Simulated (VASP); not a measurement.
Input of a VASP 6.6.1 run:

File INCAR:

```
  ALGO = Normal
  EDIFF = 1E-7
  EDIFFG = -0.04
  ENCUT = 600
  GGA = PE
  IBRION = 2
  ISIF = 3
  ISMEAR = 0
  LASPH = T
  LCHARG = F
  LREAL = F
  LWAVE = F
  NELM = 80
  NSW = 90
  PREC = Accurate
  SIGMA = 0.1
```

File KPOINTS:

```
k-points
0
Gamma
  4 4 4
```

The input POSCAR:

```
SnTeO4
1.0
   -3.2508972200      3.2508972200      2.9380794500
    3.2508972200     -3.2508972200      2.9380794500
    3.2508972200      3.2508972200     -2.9380794500
Sn Te O
1 1 4
Direct
    0.0000000000      0.0000000000      0.0000000000
    0.5000000000      0.5000000000      0.0000000000
    0.9269653600      0.4269653600      0.8539307100
    0.5730346400      0.0730346400      0.1460692900
    0.0730346400      0.9269653600      0.5000000000
    0.4269653600      0.5730346400      0.5000000000
```

Potentials or basis: VASP PAW PBE potentials, release 64 (Sn_d, Te, O).

Launch:

```console
$ cat potpaw_PBE.64/Sn_d/POTCAR potpaw_PBE.64/Te/POTCAR potpaw_PBE.64/O/POTCAR > POTCAR
$ mpirun -np 1 vasp_std > vasp.out
```

(1) Predict the relaxed volume.

(2) Predict the space group after relaxing (to 0.1 Å).

(3) What does it give for the band gap on the k mesh?

(4) Predict the relaxed cell.

Answers

(1) 12.30 Å³/atom.

(2) I422 (No. 97).

(3) zero (bands 22 and 23 overlap by 0.93 eV).

(4) a = 4.592 Å, b = 4.592 Å, c = 4.592 Å, α = 112.86°, β = 112.86°, γ = 102.90°.

Caveat: the k points lie up to 0.41 Å⁻¹ apart in the final cell, too coarse for converged energies and pressures of a metal; the volume moved by over 15 % at a fixed basis, so the end points are rough; spin-orbit coupling is left out, which moves the levels of the heavy elements.
